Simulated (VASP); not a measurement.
# Sc2GaN3 (P6/mmm) in VASP: single point with PBE

Aim: the single point of Sc2GaN3 with PBE.

Program: VASP 6.6.1. These are calculated values, not measurements. Logs are shortened: lines on timing, memory, paths and dates and some standing lists are left out, and cuts for length are marked.

### Step 1. The cell of the first run

Symmetry: P6/mmm, No. 191, hexagonal system. Conventional cell: a = 4.044 Å, b = 4.044 Å, c = 6.358 Å, α = 90.00°, β = 90.00°, γ = 120.00°. Sc (site symmetry 6mm) has 1 Ga at 1.98 Å and 6 N at 2.35 Å and 1 Sc at 2.40 Å within 2.6 Å. Ga (site symmetry 6/mmm) has 2 Sc at 1.98 Å within 2.6 Å. Within 2.7 Å of N (site symmetry mmm) lie 4 N at 2.02 Å and 4 Sc at 2.35 Å.

The cell was built from a structure type or drawn by symmetry, and may not be a known phase.

### Step 2. Single point, PBE

The input, INCAR:

```
PREC = Accurate ; ENCUT = 520
EDIFF = 1E-7 ; ISMEAR = 0
SIGMA = 0.1 ; LREAL = False
LASPH = True ; NELM = 60
ALGO = Normal ; ISIF = 2
LWAVE = False ; LCHARG = False
GGA = PE ; NBANDS = 34
```

The input, KPOINTS:

```
Automatic mesh
0
Gamma
  6 6 4
```

The input, POSCAR:

```
Sc2GaN3
1.0
    4.0444043100      0.0000000000      0.0000000000
   -2.0222021600      3.5025568800      0.0000000000
    0.0000000000      0.0000000000      6.3577346000
Sc Ga N
2 1 3
Direct
    0.0000000000      0.0000000000      0.1885475000
    0.0000000000      0.0000000000      0.8114525000
    0.0000000000      0.0000000000      0.5000000000
    0.5000000000      0.0000000000      0.0000000000
    0.0000000000      0.5000000000      0.0000000000
    0.5000000000      0.5000000000      0.0000000000
```

Potentials or basis: VASP PAW PBE potentials, release 64 (Sc_sv, Ga_d, N).

Command:

```sh
$ cat potpaw_PBE.64/Sc_sv/POTCAR potpaw_PBE.64/Ga_d/POTCAR potpaw_PBE.64/N/POTCAR > POTCAR
$ mpirun -np 1 vasp_std > vasp.out
```

OUTCAR:

```text
PREC = Accurate
   ENCUT = 520
   EDIFF = 1E-7
   ISMEAR = 0
   LREAL = False
   LASPH = True
   NELM = 60
   ISIF = 2
   GGA = PE

 ion  position               nearest neighbor table
   1  0.000  0.000  0.189-   3 1.98   4 2.35   4 2.35   6 2.35   6 2.35   5 2.35   5 2.35   2 2.40

   2  0.000  0.000  0.811-   3 1.98   4 2.35   4 2.35   6 2.35   6 2.35   5 2.35   5 2.35   1 2.40

   3  0.000  0.000  0.500-   1 1.98   2 1.98
   4  0.500  0.000  0.000-   1 2.35   2 2.35   1 2.35   2 2.35
   5  0.000  0.500  0.000-   1 2.35   2 2.35   1 2.35   2 2.35
   6  0.500  0.500  0.000-   1 2.35   2 2.35   1 2.35   2 2.35

  LATTYP: Found a hexagonal cell.
 ALAT       =     4.0444043100
 C/A-ratio  =     1.5719829455

  Lattice vectors:

 A1 = (   4.0444043100,   0.0000000000,   0.0000000000)
 A2 = (  -2.0222021600,   3.5025568800,   0.0000000000)
 A3 = (   0.0000000000,   0.0000000000,   6.3577346000)

Analysis of symmetry for initial positions (statically):
=====================================================================
 Subroutine PRICEL returns:
 Original cell was already a primitive cell.

 Routine SETGRP: Setting up the symmetry group for a
 hexagonal supercell.

 Subroutine GETGRP returns: Found 24 space group operations
 (whereof 24 operations were pure point group operations)
 out of a pool of 24 trial point group operations.

The static configuration has the point symmetry D_6h.

Analysis of symmetry for dynamics (positions and initial velocities):
=====================================================================
 Subroutine PRICEL returns:
 Original cell was already a primitive cell.

 Routine SETGRP: Setting up the symmetry group for a
 hexagonal supercell.

 Subroutine GETGRP returns: Found 24 space group operations
 (whereof 24 operations were pure point group operations)
 out of a pool of 24 trial point group operations.

The dynamic configuration has the point symmetry D_6h.

 Subroutine INISYM returns: Found 24 space group operations
 (whereof 24 operations are pure point group operations),
 and found     1 'primitive' translations

----------------------------------------------------------------------------------------

                                     Primitive cell

  volume of cell :      90.0621

  direct lattice vectors                    reciprocal lattice vectors
     4.044404310  0.000000000  0.000000000     0.247255201  0.142752857  0.000000000
    -2.022202160  3.502556880  0.000000000     0.000000000  0.285505713  0.000000000
     0.000000000  0.000000000  6.357734600     0.000000000  0.000000000  0.157288730

  length of vectors
     4.044404310  4.044404316  6.357734600     0.285505714  0.285505713  0.157288730

  position of ions in fractional coordinates (direct lattice)
     0.000000000  0.000000000  0.188547500
     0.000000000  0.000000000  0.811452500
     0.000000000  0.000000000  0.500000000
     0.500000000  0.000000000  0.000000000
     0.000000000  0.500000000  0.000000000
     0.500000000  0.500000000  0.000000000

  ion indices of the primitive-cell ions
   primitive index   ion index
                 1           1
                 2           2
                 3           3
                 4           4
                 5           5
                 6           6

----------------------------------------------------------------------------------------

 KPOINTS: Automatic mesh

Automatic generation of k-mesh.
 Grid dimensions read from file:
 generate k-points for:    6    6    4

 Generating k-lattice:

  Cartesian coordinates                     Fractional coordinates (reciprocal lattice)
     0.041209200  0.023792143  0.000000000     0.166666667  0.000000000  0.000000000
     0.000000000  0.047584286  0.000000000     0.000000000  0.166666667  0.000000000
     0.000000000  0.000000000  0.039322182     0.000000000  0.000000000  0.250000000

  Length of vectors
     0.047584286  0.047584286  0.039322182

  Shift w.r.t. Gamma in fractional coordinates (k-lattice)
     0.000000000  0.000000000  0.000000000

 Subroutine IBZKPT returns following result:
 ===========================================

 Found     21 irreducible k-points:

 Following reciprocal coordinates:
            Coordinates               Weight
  0.000000  0.000000  0.000000      1.000000
  0.166667 -0.000000  0.000000      6.000000
  0.333333 -0.000000  0.000000      6.000000
  0.500000 -0.000000  0.000000      3.000000
  0.166667  0.166667  0.000000      6.000000
  0.333333  0.166667  0.000000     12.000000
[... 13 lines left out ...]
  0.333333  0.166667  0.500000     12.000000
  0.333333  0.333333  0.500000      2.000000
   k-points           NKPTS =     21   k-points in BZ     NKDIM =     21   number of bands    NBANDS=     34
   number of dos      NEDOS =    301   number of ions     NIONS =      6
   total plane-waves  NPLWV =  43200
   dimension x,y,z NGX =    30 NGY =   30 NGZ =   48
   dimension x,y,z NGXF=    60 NGYF=   60 NGZF=   96
   ions per type =               2   1   3
   NGX,Y,Z   is equivalent  to a cutoff of  12.33, 12.33, 12.55 a.u.
   NGXF,Y,Z  is equivalent  to a cutoff of  24.66, 24.66, 25.10 a.u.
 SYSTEM =  unknown system
   PREC   = accura    normal or accurate (medium, high low for compatibility)
   ISTART =      0    job   : 0-new  1-cont  2-samecut
   ICHARG =      2    charge: 1-file 2-atom 10-const
   ISPIN  =      1    spin polarized calculation?
   LNONCOLLINEAR =      F non collinear calculations
   LSORBIT =      F    spin-orbit coupling
   LASPH  =      T    aspherical Exc in radial PAW
   ENCUT  =  520.0 eV  38.22 Ry    6.18 a.u.   7.52  7.52 11.82*2*pi/ulx,y,z
   NELM   =     60;   NELMIN=  2; NELMDL= -5     # of ELM steps
   EDIFF  = 0.1E-06   stopping-criterion for ELM
   LREAL  =      F    real-space projection
   EDIFFG = 0.1E-05   stopping-criterion for IOM
   NSW    =      0    number of steps for IOM
   IBRION =     -1    ionic relax: 0-MD 1-quasi-New 2-CG
   NFREE  =      0    steps in history (QN), initial steepest desc. (CG)
   ISIF   =      2    stress and relaxation
   ISYM   =      2    0-nonsym 1-usesym 2-fastsym
   POTIM  = 0.5000    time-step for ionic-motion
   TEBEG  =    0.0;   TEEND  =   0.0 temperature during run
   PSTRESS=    0.0 pullay stress
   NELECT =      50.0000    total number of electrons
   NUPDOWN=      -1.0000    fix difference up-down
   EMIN   =  10.00;   EMAX   =-10.00  energy-range for DOS
   EFERMI =   0.00;   METHOD = LEGACY
   ISMEAR =     0;   SIGMA  =   0.10  broadening in eV -4-tet -1-fermi 0-gaus
   EFERMI_NEDOS =   21; number of points for ismear=-14 and -15
   IALGO  =     38    algorithm
   IMIX   =      4    mixing-type and parameters
     AMIX     =   0.40;   BMIX     =  1.00
     AMIX_MAG =   1.60;   BMIX_MAG =  1.00
  volume/ion in A,a.u.               =      15.01       101.29
  Fermi-wavevector in a.u.,A,eV,Ry     =   1.345501  2.542629 24.631629  1.810374
  Thomas-Fermi vector in A             =   2.473409
   LORBIT       =      0    0 simple, 1 ext, 2 COOP (PROOUT), +10 PAW based schemes
   GGA     = PE    functional components
   LHFCALC =     F    Hartree Fock is set to
   AEXX    =    0.0000 exact exchange contribution
   IVDW    =     0    specifies the selected vdW correction
   LEPSILON=     F    determine dielectric tensor
   LRPA    =     F    only Hartree local field effects (RPA)
 non-spin polarized calculation
 Gauss-broadening in eV      SIGMA  =   0.10
  energy-cutoff  :      520.00
  volume of cell :       90.06
 maximum number of plane-waves:      2441
   NGX = 15   NGY = 15   NGZ = 23

 number of electron      49.9999980 magnetization

 Free energy of the ion-electron system (eV)
  ---------------------------------------------------
  ext. energy  EPLUGINS =         0.00000000
  ---------------------------------------------------
  free energy    TOTEN  =       -30.02821409 eV

  energy without entropy =      -30.00649389  energy(sigma->0) =      -30.01735399

 E-fermi :   3.9060     XC(G=0): -10.2317

 val. band max:        3.8771245932   @ k =   0.3333   0.1667   0.2500
 cond. band min:       3.9090148452   @ k =   0.5000  -0.0000   0.5000
 fundamental gap:      0.0318902520
 Fermi energy:         3.9060281860

 k-point     1 :       0.0000    0.0000    0.0000
  band No.  band energies     occupation
      1     -45.2756      2.00000
      2     -45.0168      2.00000
      3     -25.2939      2.00000
      4     -23.8058      2.00000
      5     -23.7551      2.00000
      6     -23.7551      2.00000
[... 26 lines left out ...]
     33       9.0302      0.00000
     34       9.0428      0.00000

 k-point     2 :       0.1667   -0.0000    0.0000
  band No.  band energies     occupation
      1     -45.2747      2.00000
      2     -45.0162      2.00000
      3     -25.2885      2.00000
      4     -23.8048      2.00000
      5     -23.7770      2.00000
      6     -23.7602      2.00000
[... 26 lines left out ...]
     33       8.2002      0.00000
     34       8.7413      0.00000

 k-point     3 :       0.3333   -0.0000    0.0000
  band No.  band energies     occupation
      1     -45.2730      2.00000
      2     -45.0149      2.00000
      3     -25.2774      2.00000
      4     -23.8205      2.00000
      5     -23.8026      2.00000
      6     -23.7704      2.00000
[... 26 lines left out ...]
     33       7.8645      0.00000
     34       8.1168      0.00000

 k-point     4 :       0.5000   -0.0000    0.0000
  band No.  band energies     occupation
      1     -45.2722      2.00000
      2     -45.0143      2.00000
      3     -25.2718      2.00000
      4     -23.8421      2.00000
      5     -23.8016      2.00000
      6     -23.7755      2.00000
[... 26 lines left out ...]
     33       7.2743      0.00000
     34       7.6863      0.00000

 k-point     5 :       0.1667    0.1667    0.0000
  band No.  band energies     occupation
      1     -45.2734      2.00000
      2     -45.0152      2.00000
      3     -25.2802      2.00000
      4     -23.8055      2.00000
      5     -23.8032      2.00000
      6     -23.7720      2.00000
[... 510 lines left out ...]
 k-point    19 :       0.1667    0.1667    0.5000
  band No.  band energies     occupation
      1     -45.2631      2.00000
      2     -45.0263      2.00000
      3     -25.0969      2.00000
      4     -24.0325      2.00000
      5     -23.8156      2.00000
      6     -23.7824      2.00000
[... 26 lines left out ...]
     33       7.8333      0.00000
     34       8.2607      0.00000

 k-point    20 :       0.3333    0.1667    0.5000
  band No.  band energies     occupation
      1     -45.2619      2.00000
      2     -45.0254      2.00000
      3     -25.0883      2.00000
      4     -24.0307      2.00000
      5     -23.8408      2.00000
      6     -23.7970      2.00000
[... 26 lines left out ...]
     33       7.7052      0.00000
     34       7.8722      0.00000

 k-point    21 :       0.3333    0.3333    0.5000
  band No.  band energies     occupation
      1     -45.2614      2.00000
      2     -45.0251      2.00000
      3     -25.0854      2.00000
      4     -24.0301      2.00000
      5     -23.8255      2.00000
      6     -23.8255      2.00000
[... 26 lines left out ...]
     33       7.5294      0.00000
     34       8.1021      0.00000

------------------------ aborting loop because EDIFF is reached ----------------------------------------

  FORCE on cell =-STRESS in cart. coord.  units (eV):
  Direction    XX          YY          ZZ          XY          YZ          ZX
  --------------------------------------------------------------------------------------
  -------------------------------------------------------------------------------------
  Total       -5.8038674     -5.8038674     44.6639456      0.0000000     -0.0000000     -0.0000000
  in kB     -103.2490130   -103.2490132    794.5578308      0.0000001     -0.0000000     -0.0000000
  external PRESSURE =     196.0199349 kB  Pullay stress =       0.0000000 kB

 VOLUME and BASIS-vectors are now :
 -----------------------------------------------------------------------------
  energy-cutoff  :      520.00
  volume of cell :       90.06
      direct lattice vectors                 reciprocal lattice vectors
     4.044404310  0.000000000  0.000000000     0.247255201  0.142752857  0.000000000
    -2.022202160  3.502556880  0.000000000     0.000000000  0.285505713  0.000000000
     0.000000000  0.000000000  6.357734600     0.000000000  0.000000000  0.157288730

 POSITION                                       TOTAL-FORCE (eV/Angst)
 -----------------------------------------------------------------------------------
      0.00000      0.00000      1.19873         0.000000      0.000000     -9.556595
      0.00000      0.00000      5.15900        -0.000000     -0.000000      9.556595
      0.00000      0.00000      3.17887         0.000000      0.000000      0.000000
      2.02220      0.00000      0.00000         0.000000      0.000000      0.000000
     -1.01110      1.75128      0.00000         0.000000      0.000000      0.000000
      1.01110      1.75128      0.00000         0.000000      0.000000      0.000000
 -----------------------------------------------------------------------------------
    total drift:                               -0.000000      0.000000      0.000000

  FREE ENERGIE OF THE ION-ELECTRON SYSTEM (eV)
  ---------------------------------------------------
  free  energy   TOTEN  =       -30.0282140931 eV

  energy  without entropy=      -30.0064938927  energy(sigma->0) =      -30.01735399
```

Wall time 2 min (1 thread of Intel Xeon 8259CL, shared host); peak memory 0.23 GiB.

What came out:

* Free energy: -30.0282 eV
* Pressure: 19.6 GPa
* Largest force: 9.557 eV/Å
* Band gap on the k mesh: zero (bands 25 and 26 overlap by 1.38 eV)

Forces in eV/Å, atoms in the order of the input:
```
Sc   0.000  0.000 -9.557
Sc   0.000  0.000  9.557
Ga   0.000  0.000  0.000
N    0.000  0.000  0.000
N    0.000  0.000  0.000
N    0.000  0.000  0.000
```

Stress tensor (GPa, compression positive):
```
-10.32   0.00   0.00
  0.00 -10.32   0.00
  0.00   0.00  79.46
```

Caveat: the cell stands under pressure; forces of over 1 eV/Å act on the atoms, so gaps and moduli don't describe the material at rest.
